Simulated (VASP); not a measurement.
# Sb (P6_3/mmc) in VASP: single point with PBE

Aim: the single point of Sb with PBE.

All numbers are computed with VASP 6.6.1; they aren't measurements. Logs are shortened: lines on timing, memory, paths and dates and some standing lists are left out, and cuts for length are marked.

## Step 1: The cell of the first run

It takes space group P6_3/mmc (No. 194, hexagonal). The conventional cell has a = 3.315 Å, b = 3.315 Å, c = 5.206 Å, α = 90.00°, β = 90.00°, γ = 120.00°. Within 4.3 Å of Sb (site symmetry -6m2) lie 12 Sb at 3.23 to 3.31 Å.

## Step 2: Single point, PBE

INCAR reads:

```
PREC     = Accurate       # precision mode
ENCUT    = 520            # plane-wave cutoff, eV
EDIFF    = 1E-6           # SCF threshold, eV
ISMEAR   = -1             # smearing method
SIGMA    = 0.1            # smearing width, eV
LREAL    = False          # projectors in reciprocal space
LASPH    = True           # aspherical terms in the spheres
NELM     = 60             # most SCF steps
ALGO     = Normal         # electronic algorithm
ISIF     = 2              # what is computed and relaxed
LWAVE    = False          # write WAVECAR
LCHARG   = True           # write CHGCAR
GGA      = PE             # functional
LELF     = True           # ELF
LVHAR    = True         
NBANDS   = 12             # bands
```

KPOINTS reads:

```
regular mesh
0
Gamma
  12 12 7
```

POSCAR reads:

```
Sb
1.0
    3.3149535100      0.0000000000      0.0000000000
   -1.6574767500      2.8708293800      0.0000000000
    0.0000000000      0.0000000000      5.2063684200
Sb
2
Direct
    0.3333300000      0.6666700000      0.2500000000
    0.6666600000      0.3333300000      0.7500000000
```

Potentials or basis: VASP PAW PBE potentials, release 64 (Sb).

Command:

```
$ cat potpaw_PBE.64/Sb/POTCAR > POTCAR
$ mpirun -np 1 vasp_std > vasp.out
```

OUTCAR:

```text
PREC = Accurate
   ENCUT = 520
   EDIFF = 1E-6
   ISMEAR = -1
   LREAL = False
   LASPH = True
   NELM = 60
   ISIF = 2
   GGA = PE

 ion  position               nearest neighbor table
   1  0.333  0.667  0.250-   2 3.23   2 3.23   2 3.23   2 3.23   2 3.23   2 3.23
   2  0.667  0.333  0.750-   1 3.23   1 3.23   1 3.23   1 3.23   1 3.23   1 3.23

  LATTYP: Found a hexagonal cell.
 ALAT       =     3.3149535100
 C/A-ratio  =     1.5705705689

  Lattice vectors:

 A1 = (   3.3149535100,   0.0000000000,   0.0000000000)
 A2 = (  -1.6574767500,   2.8708293800,   0.0000000000)
 A3 = (   0.0000000000,   0.0000000000,   5.2063684200)

Analysis of symmetry for initial positions (statically):
=====================================================================
 Subroutine PRICEL returns:
 Original cell was already a primitive cell.

 Routine SETGRP: Setting up the symmetry group for a
 hexagonal supercell.

 Subroutine GETGRP returns: Found  8 space group operations
 (whereof  2 operations were pure point group operations)
 out of a pool of 24 trial point group operations.

The static configuration has the point symmetry C_2 .
 The point group associated with its full space group is D_2h.

Analysis of symmetry for dynamics (positions and initial velocities):
=====================================================================
 Subroutine PRICEL returns:
 Original cell was already a primitive cell.

 Routine SETGRP: Setting up the symmetry group for a
 hexagonal supercell.

 Subroutine GETGRP returns: Found  8 space group operations
 (whereof  2 operations were pure point group operations)
 out of a pool of 24 trial point group operations.

The dynamic configuration has the point symmetry C_2 .
 The point group associated with its full space group is D_2h.

 Subroutine INISYM returns: Found  8 space group operations
 (whereof  2 operations are pure point group operations),
 and found     1 'primitive' translations

----------------------------------------------------------------------------------------

                                     Primitive cell

  volume of cell :      49.5473

  direct lattice vectors                    reciprocal lattice vectors
     3.314953510  0.000000000  0.000000000     0.301663356  0.174165696  0.000000000
    -1.657476750  2.870829380  0.000000000     0.000000000  0.348331394  0.000000000
     0.000000000  0.000000000  5.206368420     0.000000000  0.000000000  0.192072462

  length of vectors
     3.314953510  3.314949548  5.206368420     0.348330978  0.348331394  0.192072462

  position of ions in fractional coordinates (direct lattice)
[... 79 lines left out ...]
   EDIFF  = 0.1E-05   stopping-criterion for ELM
   LREAL  =      F    real-space projection
   EDIFFG = 0.1E-04   stopping-criterion for IOM
   NSW    =      0    number of steps for IOM
   IBRION =     -1    ionic relax: 0-MD 1-quasi-New 2-CG
   NFREE  =      0    steps in history (QN), initial steepest desc. (CG)
   ISIF   =      2    stress and relaxation
   ISYM   =      2    0-nonsym 1-usesym 2-fastsym
   POTIM  = 0.5000    time-step for ionic-motion
   TEBEG  =    0.0;   TEEND  =   0.0 temperature during run
   PSTRESS=    0.0 pullay stress
   NELECT =      10.0000    total number of electrons
   NUPDOWN=      -1.0000    fix difference up-down
   EMIN   =  10.00;   EMAX   =-10.00  energy-range for DOS
   EFERMI =   0.00;   METHOD = LEGACY
   ISMEAR =    -1;   SIGMA  =   0.10  broadening in eV -4-tet -1-fermi 0-gaus
   EFERMI_NEDOS =   21; number of points for ismear=-14 and -15
   IALGO  =     38    algorithm
   IMIX   =      4    mixing-type and parameters
     AMIX     =   0.40;   BMIX     =  1.00
     AMIX_MAG =   1.60;   BMIX_MAG =  1.00
  volume/ion in A,a.u.               =      24.77       167.18
  Fermi-wavevector in a.u.,A,eV,Ry     =   0.960288  1.814682 12.546659  0.922153
  Thomas-Fermi vector in A             =   2.089559
   LORBIT       =      0    0 simple, 1 ext, 2 COOP (PROOUT), +10 PAW based schemes
   GGA     = PE    functional components
[... 5 lines left out ...]
 non-spin polarized calculation
  energy-cutoff  :      520.00
  volume of cell :       49.55
 maximum number of plane-waves:      1351
 NGX is ok and might be reduce to    28
   NGX = 13   NGY = 13   NGZ = 19

 number of electron      10.0000000 magnetization

 Free energy of the ion-electron system (eV)
  ---------------------------------------------------
  ext. energy  EPLUGINS =         0.00000000
  ---------------------------------------------------
  free energy    TOTEN  =        -7.63642776 eV

  energy without entropy =       -7.59466434  energy(sigma->0) =       -7.61554605

 E-fermi :   9.6788     XC(G=0): -10.5994

 val. band max:        9.6539048504   @ k =   0.5000   0.4167   0.0000
 cond. band min:       9.6936510138   @ k =   0.2500  -0.0000   0.2857
 fundamental gap:      0.0397461634
 Fermi energy:         9.6788480997

 k-point     1 :       0.0000    0.0000    0.0000
  band No.  band energies     occupation
      1      -3.9605      2.00000
      2       0.6996      2.00000
      3       3.3641      2.00000
      4      13.1537      0.00000
      5      13.1537      0.00000
      6      15.1054      0.00000
      7      15.1055      0.00000
      8      16.3385      0.00000
      9      17.2269      0.00000
     10      18.4953      0.00000
     11      19.7871      0.00000
     12      19.7871      0.00000
[... 331 lines left out ...]
 k-point    24 :      -0.4167    0.3333    0.0000
  band No.  band energies     occupation
      1      -1.3479      2.00000
      2       2.2188      2.00000
      3       5.2445      2.00000
      4       6.0242      2.00000
      5       8.2286      2.00000
      6       9.5088      1.69124
      7      10.9800      0.00000
      8      13.2037      0.00000
      9      15.1608      0.00000
     10      16.3956      0.00000
     11      19.7769      0.00000
     12      20.2336      0.00000

 [... further k-points ...]
[... 5 lines left out ...]
  --------------------------------------------------------------------------------------
  -------------------------------------------------------------------------------------
  Total        2.3515409      2.3515991      2.2086689      0.0000000     -0.0000000      0.0000000
  in kB       76.0402270     76.0421092     71.4202697      0.0000001     -0.0000000      0.0000000
  external PRESSURE =      74.5008686 kB  Pullay stress =       0.0000000 kB

 VOLUME and BASIS-vectors are now :
 -----------------------------------------------------------------------------
  energy-cutoff  :      520.00
  volume of cell :       49.55
      direct lattice vectors                 reciprocal lattice vectors
     3.314953510  0.000000000  0.000000000     0.301663356  0.174165696  0.000000000
    -1.657476750  2.870829380  0.000000000     0.000000000  0.348331394  0.000000000
     0.000000000  0.000000000  5.206368420     0.000000000  0.000000000  0.192072462

 POSITION                                       TOTAL-FORCE (eV/Angst)
 -----------------------------------------------------------------------------------
     -0.00002      1.91390      1.30159        -0.000000     -0.000003      0.000000
      1.65746      0.95693      3.90478         0.000000      0.000003     -0.000000
 -----------------------------------------------------------------------------------
    total drift:                               -0.000000     -0.000000     -0.000000

  FREE ENERGIE OF THE ION-ELECTRON SYSTEM (eV)
  ---------------------------------------------------
  free  energy   TOTEN  =        -7.6364277570 eV

  energy  without entropy=       -7.5946643395  energy(sigma->0) =       -7.61554605
```

OSZICAR:

```text
N       E                     dE             d eps       ncg     rms          rms(c)
DAV:   1     0.345546492779E+02    0.34555E+02   -0.36510E+03  4128   0.669E+02
DAV:   2    -0.593105440447E+01   -0.40486E+02   -0.39139E+02  5356   0.111E+02
DAV:   3    -0.763241565109E+01   -0.17014E+01   -0.16811E+01  5272   0.250E+01
DAV:   4    -0.764510719367E+01   -0.12692E-01   -0.12689E-01  4704   0.261E+00
DAV:   5    -0.764523654360E+01   -0.12935E-03   -0.12935E-03  4956   0.290E-01    0.283E+00
DAV:   6    -0.763959297493E+01    0.56436E-02   -0.22804E-03  4620   0.259E-01    0.163E+00
DAV:   7    -0.763640937552E+01    0.31836E-02   -0.48219E-03  4432   0.376E-01    0.409E-02
DAV:   8    -0.763642653393E+01   -0.17158E-04   -0.89286E-05  5032   0.668E-02    0.153E-02
DAV:   9    -0.763642798899E+01   -0.14551E-05   -0.29746E-06  4680   0.123E-02    0.353E-03
DAV:  10    -0.763642775700E+01    0.23199E-06   -0.10854E-07  2628   0.223E-03
   1 F= -.76364278E+01 E0= -.76155460E+01  d E =-.417634E-01
```

It took 61 s on 1 thread of Intel Xeon Platinum 8259CL at 2.50GHz (Skylake/Cascade Lake), shared host; peak memory 0.24 GiB.

Results:

| Quantity | Value |
| --- | --- |
| Free energy | -7.6364 eV |
| Pressure | 7.5 GPa |
| Band gap on the k mesh | zero (band 5 reaches 13.91 eV, above the bottom of band 6 at 6.51 eV) |

Levels at points of the mesh, in eV from the Fermi level:
| k point | band 3 | band 4 | band 5 | band 6 | band 7 | band 8 |
| --- | --- | --- | --- | --- | --- | --- |
| (0.00, 0.00, 0.00) | -6.31 | 3.47 | 3.47 | 5.43 | 5.43 | 6.66 |
| (0.50, 0.00, 0.00) | -4.27 | -2.98 | -2.59 | -0.30 | 0.04 | 4.07 |
| (0.00, 0.50, 0.00) | -4.27 | -2.98 | -2.59 | -0.30 | 0.04 | 4.07 |

Caveat: spin-orbit coupling is left out, which moves the levels of the heavy elements.
